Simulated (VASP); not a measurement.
# Zn3CdO (Cmmm) in VASP: further runs

Runs on Zn3CdO. Level: PBE. Tasks: single point.

All numbers are computed with VASP 6.6.1; they aren't measurements. Logs are shortened: lines on timing, memory, paths and dates and some standing lists are left out, and cuts for length are marked.

## (1) The cell of the first run

The structure is orthorhombic, space group Cmmm (No. 65). Conventional cell: a = 5.536 Å, b = 6.024 Å, c = 5.198 Å, α = 90.00°, β = 90.00°, γ = 90.00°. Zn (site symmetry 2/m) has 2 Zn at 2.05 Å within 2.7 Å. Zn (site symmetry mmm) has 4 Zn at 2.05 Å and 2 O at 2.60 Å within 2.7 Å. Within 3.6 Å of Cd (site symmetry mmm) lie 4 O at 2.77 to 3.01 Å and 8 Zn at 3.31 Å. Within 3.4 Å of O (site symmetry mmm) lie 10 Zn at 2.60 to 3.31 Å and 4 Cd at 2.77 to 3.01 Å.

## (2) Single point, PBE

Input file INCAR:

```
PREC = Accurate ; ENCUT = 520
EDIFF = 1E-6 ; ISMEAR = 0
SIGMA = 0.1 ; LREAL = F
LASPH = T ; NELM = 100
ALGO = Normal ; ISIF = 2
LWAVE = F ; LCHARG = F
GGA = PE ; NBANDS = 35
```

Input file KPOINTS:

```
regular mesh
0
Gamma
  4 4 4
```

Input file POSCAR:

```
Zn3CdO
1.0
    2.7682380900     -3.0118158500      0.0000000000
    2.7682380900      3.0118158500      0.0000000000
    0.0000000000      0.0000000000      5.1982527400
Zn Cd O
3 1 1
Direct
    0.0000000000      0.5000000000      0.5000000000
    0.5000000000      0.0000000000      0.5000000000
    0.5000000000      0.5000000000      0.5000000000
    0.0000000000      0.0000000000      0.0000000000
    0.5000000000      0.5000000000      0.0000000000
```

Potentials or basis: VASP PAW PBE potentials, release 64 (Zn, Cd, O).

Started as:

```
$ cat potpaw_PBE.64/Zn/POTCAR potpaw_PBE.64/Cd/POTCAR potpaw_PBE.64/O/POTCAR > POTCAR
$ mpirun -np 1 vasp_std > vasp.out
```

OUTCAR:

```text
PREC = Accurate
   ENCUT = 520
   EDIFF = 1E-6
   ISMEAR = 0
   LREAL = F
   LASPH = T
   NELM = 100
   ISIF = 2
   GGA = PE

 ion  position               nearest neighbor table
   1  0.000  0.500  0.500-   3 2.05   3 2.05   2 2.77   2 2.77   2 3.01   2 3.01   4 3.31   4 3.31
                             4 3.31   4 3.31
   2  0.500  0.000  0.500-   3 2.05   3 2.05   1 2.77   1 2.77   1 3.01   1 3.01   4 3.31   4 3.31
                             4 3.31   4 3.31
   3  0.500  0.500  0.500-   1 2.05   2 2.05   2 2.05   1 2.05
   4  0.000  0.000  0.000-   5 2.77   5 2.77   1 3.31   1 3.31   2 3.31   1 3.31   1 3.31   2 3.31
                             2 3.31   2 3.31
   5  0.500  0.500  0.000-   4 2.77   4 2.77

  LATTYP: Found a base centered orthorhombic cell.
 ALAT       =     5.5364761800
 B/A-ratio  =     1.0879901772
 C/A-ratio  =     0.9389099801

  Lattice vectors:

 A1 = (   2.7682380900,  -3.0118158500,   0.0000000000)
 A2 = (   2.7682380900,   3.0118158500,   0.0000000000)
 A3 = (   0.0000000000,   0.0000000000,   5.1982527400)

Analysis of symmetry for initial positions (statically):
=====================================================================
 Subroutine PRICEL returns:
 Original cell was already a primitive cell.

 Routine SETGRP: Setting up the symmetry group for a
 base centered orthorhombic supercell.

 Subroutine GETGRP returns: Found  8 space group operations
 (whereof  8 operations were pure point group operations)
 out of a pool of  8 trial point group operations.

The static configuration has the point symmetry D_2h.

Analysis of symmetry for dynamics (positions and initial velocities):
=====================================================================
 Subroutine PRICEL returns:
 Original cell was already a primitive cell.

 Routine SETGRP: Setting up the symmetry group for a
 base centered orthorhombic supercell.

 Subroutine GETGRP returns: Found  8 space group operations
 (whereof  8 operations were pure point group operations)
 out of a pool of  8 trial point group operations.

The dynamic configuration has the point symmetry D_2h.

 Subroutine INISYM returns: Found  8 space group operations
 (whereof  8 operations are pure point group operations),
 and found     1 'primitive' translations

----------------------------------------------------------------------------------------

                                     Primitive cell

  volume of cell :      86.6801

  direct lattice vectors                    reciprocal lattice vectors
     2.768238090 -3.011815850  0.000000000     0.180620302 -0.166012806  0.000000000
     2.768238090  3.011815850  0.000000000     0.180620302  0.166012806  0.000000000
     0.000000000  0.000000000  5.198252740     0.000000000  0.000000000  0.192372332

  length of vectors
     4.090742822  4.090742822  5.198252740     0.245324164  0.245324164  0.192372332

  position of ions in fractional coordinates (direct lattice)
     0.000000000  0.500000000  0.500000000
     0.500000000  0.000000000  0.500000000
     0.500000000  0.500000000  0.500000000
     0.000000000  0.000000000  0.000000000
     0.500000000  0.500000000  0.000000000

  ion indices of the primitive-cell ions
   primitive index   ion index
                 1           1
                 2           2
                 3           3
                 4           4
                 5           5

----------------------------------------------------------------------------------------

 KPOINTS: regular mesh

Automatic generation of k-mesh.
 Grid dimensions read from file:
 generate k-points for:    4    4    4

 Generating k-lattice:

  Cartesian coordinates                     Fractional coordinates (reciprocal lattice)
     0.045155076 -0.041503201  0.000000000     0.250000000  0.000000000  0.000000000
     0.045155076  0.041503201  0.000000000     0.000000000  0.250000000  0.000000000
     0.000000000  0.000000000  0.048093083     0.000000000  0.000000000  0.250000000

  Length of vectors
     0.061331041  0.061331041  0.048093083

  Shift w.r.t. Gamma in fractional coordinates (k-lattice)
     0.000000000  0.000000000  0.000000000

 Subroutine IBZKPT returns following result:
 ===========================================

 Found     21 irreducible k-points:

 Following reciprocal coordinates:
            Coordinates               Weight
  0.000000  0.000000  0.000000      1.000000
  0.250000  0.000000  0.000000      4.000000
  0.500000  0.000000  0.000000      2.000000
  0.250000  0.250000  0.000000      2.000000
  0.500000  0.250000  0.000000      4.000000
 -0.250000  0.250000  0.000000      2.000000
[... 13 lines left out ...]
 -0.250000  0.250000  0.500000      2.000000
  0.500000  0.500000  0.500000      1.000000
   k-points           NKPTS =     21   k-points in BZ     NKDIM =     21   number of bands    NBANDS=     35
   number of dos      NEDOS =    301   number of ions     NIONS =      5
   total plane-waves  NPLWV =  36000
   dimension x,y,z NGX =    30 NGY =   30 NGZ =   40
   dimension x,y,z NGXF=    60 NGYF=   60 NGZF=   80
   ions per type =               3   1   1
   NGX,Y,Z   is equivalent  to a cutoff of  12.19, 12.19, 12.79 a.u.
   NGXF,Y,Z  is equivalent  to a cutoff of  24.38, 24.38, 25.58 a.u.
 SYSTEM =  unknown system
   PREC   = accura    normal or accurate (medium, high low for compatibility)
   ISTART =      0    job   : 0-new  1-cont  2-samecut
   ICHARG =      2    charge: 1-file 2-atom 10-const
   ISPIN  =      1    spin polarized calculation?
   LNONCOLLINEAR =      F non collinear calculations
   LSORBIT =      F    spin-orbit coupling
   LASPH  =      T    aspherical Exc in radial PAW
   ENCUT  =  520.0 eV  38.22 Ry    6.18 a.u.   7.61  7.61  9.67*2*pi/ulx,y,z
   NELM   =    100;   NELMIN=  2; NELMDL= -5     # of ELM steps
   EDIFF  = 0.1E-05   stopping-criterion for ELM
   LREAL  =      F    real-space projection
   EDIFFG = 0.1E-04   stopping-criterion for IOM
   NSW    =      0    number of steps for IOM
   IBRION =     -1    ionic relax: 0-MD 1-quasi-New 2-CG
   NFREE  =      0    steps in history (QN), initial steepest desc. (CG)
   ISIF   =      2    stress and relaxation
   ISYM   =      2    0-nonsym 1-usesym 2-fastsym
   POTIM  = 0.5000    time-step for ionic-motion
   TEBEG  =    0.0;   TEEND  =   0.0 temperature during run
   PSTRESS=    0.0 pullay stress
   NELECT =      54.0000    total number of electrons
   NUPDOWN=      -1.0000    fix difference up-down
   EMIN   =  10.00;   EMAX   =-10.00  energy-range for DOS
   EFERMI =   0.00;   METHOD = LEGACY
   ISMEAR =     0;   SIGMA  =   0.10  broadening in eV -4-tet -1-fermi 0-gaus
   EFERMI_NEDOS =   21; number of points for ismear=-14 and -15
   IALGO  =     38    algorithm
   IMIX   =      4    mixing-type and parameters
     AMIX     =   0.40;   BMIX     =  1.00
     AMIX_MAG =   1.60;   BMIX_MAG =  1.00
  volume/ion in A,a.u.               =      17.34       116.99
  Fermi-wavevector in a.u.,A,eV,Ry     =   1.398190  2.642197 26.598527  1.954937
  Thomas-Fermi vector in A             =   2.521373
   LORBIT       =      0    0 simple, 1 ext, 2 COOP (PROOUT), +10 PAW based schemes
   GGA     = PE    functional components
   LHFCALC =     F    Hartree Fock is set to
   AEXX    =    0.0000 exact exchange contribution
   IVDW    =     0    specifies the selected vdW correction
   LEPSILON=     F    determine dielectric tensor
   LRPA    =     F    only Hartree local field effects (RPA)
 non-spin polarized calculation
 Gauss-broadening in eV      SIGMA  =   0.10
  energy-cutoff  :      520.00
  volume of cell :       86.68
 maximum number of plane-waves:      2364
   NGX = 15   NGY = 15   NGZ = 19

 number of electron      53.9999991 magnetization

 Free energy of the ion-electron system (eV)
  ---------------------------------------------------
  ext. energy  EPLUGINS =         0.00000000
  ---------------------------------------------------
  free energy    TOTEN  =        -5.27494190 eV

  energy without entropy =       -5.25408738  energy(sigma->0) =       -5.26451464

 E-fermi :   1.5177     XC(G=0): -10.4338

 val. band max:        1.4815238281   @ k =   0.0000   0.0000   0.2500
 cond. band min:       1.5434207409   @ k =   0.5000   0.2500   0.2500
 fundamental gap:      0.0618969128
 Fermi energy:         1.5176885914

 k-point     1 :       0.0000    0.0000    0.0000
  band No.  band energies     occupation
      1     -14.6201      2.00000
      2      -8.8197      2.00000
      3      -8.5360      2.00000
      4      -7.9805      2.00000
      5      -7.3210      2.00000
      6      -7.2388      2.00000
[... 27 lines left out ...]
     34       9.7434      0.00000
     35       9.9759      0.00000

 k-point     2 :       0.2500    0.0000    0.0000
  band No.  band energies     occupation
      1     -14.5854      2.00000
      2      -8.6275      2.00000
      3      -8.1176      2.00000
      4      -7.7822      2.00000
      5      -7.2502      2.00000
      6      -7.0689      2.00000
[... 27 lines left out ...]
     34       9.5143      0.00000
     35       9.8014      0.00000

 k-point     3 :       0.5000    0.0000    0.0000
  band No.  band energies     occupation
      1     -14.5502      2.00000
      2      -8.5671      2.00000
      3      -7.5686      2.00000
      4      -7.2039      2.00000
      5      -6.8526      2.00000
      6      -6.8216      2.00000
[... 27 lines left out ...]
     34       8.0628      0.00000
     35      10.7605      0.00000
[... 609 lines left out ...]
 k-point    20 :      -0.2500    0.2500    0.5000
  band No.  band energies     occupation
      1     -14.5457      2.00000
      2      -8.1468      2.00000
      3      -8.0820      2.00000
      4      -7.5616      2.00000
      5      -7.0953      2.00000
      6      -6.9317      2.00000
[... 27 lines left out ...]
     34       8.5310      0.00000
     35      10.4987      0.00000

 k-point    21 :       0.5000    0.5000    0.5000
  band No.  band energies     occupation
      1     -14.5168      2.00000
      2      -7.0570      2.00000
      3      -7.0040      2.00000
      4      -6.9466      2.00000
      5      -6.8890      2.00000
      6      -6.8129      2.00000
[... 27 lines left out ...]
     34      11.3112      0.00000
     35      12.2772      0.00000

------------------------ aborting loop because EDIFF is reached ----------------------------------------

  FORCE on cell =-STRESS in cart. coord.  units (eV):
  Direction    XX          YY          ZZ          XY          YZ          ZX
  --------------------------------------------------------------------------------------
  -------------------------------------------------------------------------------------
  Total       12.0693779     16.9808044     -2.0758536      0.0000000      0.0000000      0.0000000
  in kB      223.0880081    313.8698509    -38.3696696      0.0000000      0.0000000      0.0000000
  external PRESSURE =     166.1960631 kB  Pullay stress =       0.0000000 kB

 VOLUME and BASIS-vectors are now :
 -----------------------------------------------------------------------------
  energy-cutoff  :      520.00
  volume of cell :       86.68
      direct lattice vectors                 reciprocal lattice vectors
     2.768238090 -3.011815850  0.000000000     0.180620302 -0.166012806  0.000000000
     2.768238090  3.011815850  0.000000000     0.180620302  0.166012806  0.000000000
     0.000000000  0.000000000  5.198252740     0.000000000  0.000000000  0.192372332

 POSITION                                       TOTAL-FORCE (eV/Angst)
 -----------------------------------------------------------------------------------
      1.38412      1.50591      2.59913        -0.000000     -0.000000      0.000000
      1.38412     -1.50591      2.59913        -0.000000     -0.000000      0.000000
      2.76824      0.00000      2.59913         0.000000      0.000000      0.000000
      0.00000      0.00000      0.00000        -0.000000     -0.000000      0.000000
      2.76824      0.00000      0.00000        -0.000000     -0.000000      0.000000
 -----------------------------------------------------------------------------------
    total drift:                                0.000000      0.000000     -0.000000

  FREE ENERGIE OF THE ION-ELECTRON SYSTEM (eV)
  ---------------------------------------------------
  free  energy   TOTEN  =        -5.2749419045 eV

  energy  without entropy=       -5.2540873784  energy(sigma->0) =       -5.26451464
```

Run time: 73 s. Hardware: 1 thread of Intel Xeon Platinum 8375C at 2.90GHz (Ice Lake), shared host; peak memory 0.21 GiB.

What came out:

- Free energy: -5.2749 eV
- Pressure: 16.6 GPa
- Band gap on the k mesh: zero (band 27 reaches 2.79 eV, above the bottom of band 28 at 0.35 eV)

Caveat: the k points lie up to 0.39 Å⁻¹ apart.

## (3) Single point, PBE

This run uses another cell than the first one, of 18.42 Å³/atom, 1.063 times its volume.

Input file INCAR:

```
PREC     = Accurate       # precision mode
ENCUT    = 520            # plane-wave cutoff, eV
EDIFF    = 1E-6           # SCF threshold, eV
ISMEAR   = 0              # smearing method
SIGMA    = 0.1            # smearing width, eV
LREAL    = False          # projectors in reciprocal space
LASPH    = True           # aspherical terms in the spheres
NELM     = 60             # most SCF steps
ALGO     = Normal         # electronic algorithm
ISIF     = 2              # what is computed and relaxed
LWAVE    = False          # write WAVECAR
LCHARG   = True           # write CHGCAR
GGA      = PE             # functional
LELF     = True           # ELF
LVHAR    = True         
NBANDS   = 35             # bands
```

Input file KPOINTS:

```
regular mesh
0
Gamma
  8 8 10
```

Edit POSCAR of step 2 so:

```diff
@@ -2,5 +2,5 @@
 1.0
-    2.7682380900     -3.0118158500      0.0000000000
-    2.7682380900      3.0118158500      0.0000000000
-    0.0000000000      0.0000000000      5.1982527400
+    2.4912203831     -4.8744772834      0.0000000000
+    2.4912203831      4.8744772834      0.0000000000
+    0.0000000000      0.0000000000      3.7921739402
 Zn Cd O
```

Potentials or basis: VASP PAW PBE potentials, release 64 (Zn, Cd, O).

Started as:

```
$ cat potpaw_PBE.64/Zn/POTCAR potpaw_PBE.64/Cd/POTCAR potpaw_PBE.64/O/POTCAR > POTCAR
$ mpirun -np 1 vasp_std > vasp.out
```

Wall time 9.1 min (1 thread of Intel Xeon Platinum 8375C at 2.90GHz (Ice Lake), shared host); peak memory 0.48 GiB.

Results (log left out):

```yaml
Free_energy: -9.4194 eV
Pressure: 0.4 GPa
Band_gap_on_the_k_mesh: zero (band 27 reaches 2.28 eV, above the bottom of band 28 at 1.18 eV)
```

Stress tensor (GPa, compression positive):
```
0.34 0.00 0.00
0.00 0.09 0.00
0.00 0.00 0.73
```

Levels at points of the mesh, in eV from the Fermi level:
```csv
k point,band 24,band 25,band 26,band 27,band 28,band 29,band 30,band 31
"(0.00, 0.00, 0.00)",-4.69,-4.15,-0.70,-0.26,0.79,0.94,1.94,2.38
"(0.50, 0.00, 0.00)",-4.63,-4.37,-2.16,-0.98,0.05,4.74,4.77,4.93
"(0.50, 0.50, 0.00)",-4.69,-4.18,-2.41,-1.07,0.43,4.16,4.25,5.12
"(0.00, 0.00, 0.50)",-2.70,-2.63,-2.53,-0.34,1.34,2.16,2.31,2.48
"(0.50, 0.00, 0.50)",-3.92,-2.62,-2.01,-0.83,0.04,0.32,2.71,3.75
"(0.50, 0.50, 0.50)",-3.49,-3.26,-0.98,-0.69,-0.23,0.81,1.41,4.10
```
